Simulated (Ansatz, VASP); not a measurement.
**InBAs2 in VASP and in Ansatz**

```
CELL_PARAMETERS angstrom
3.75787 0.00000 0.00000
0.00000 3.75787 0.00000
0.00000 0.00000 5.75974
ATOMIC_POSITIONS crystal
B 0.00000 0.00000 0.00000
As 0.00000 0.50000 0.19438
As 0.50000 0.00000 0.80562
In 0.50000 0.50000 0.50000
```

Alike in both runs: task single point; functional r2SCAN; k mesh 8 × 8 × 4; occupations fermi-dirac, width 0.02 eV; no spin polarisation.

|  | VASP | Ansatz |
| --- | --- | --- |
| version | VASP 6.6.1 | Ansatz 0.2.0 |
| potentials or method | VASP PAW PBE potentials, release 64 (B, As, In_d) | plane waves, PAW |
| plane-wave cutoff (eV) | 520 | 500 |
| valence electrons in the cell | 26 | 46 |

```csv
,VASP,Ansatz,Ansatz less VASP
pressure (GPa),0.0,0.0,-0.03
```

VASP's potentials were made for PBE, not for r2SCAN. The functional is the same, so the differences come from potentials, cutoffs and numerics. VASP's potentials hold 26 valence electrons a cell and Ansatz's 46, so a difference there can come from the potentials and not from the codes.
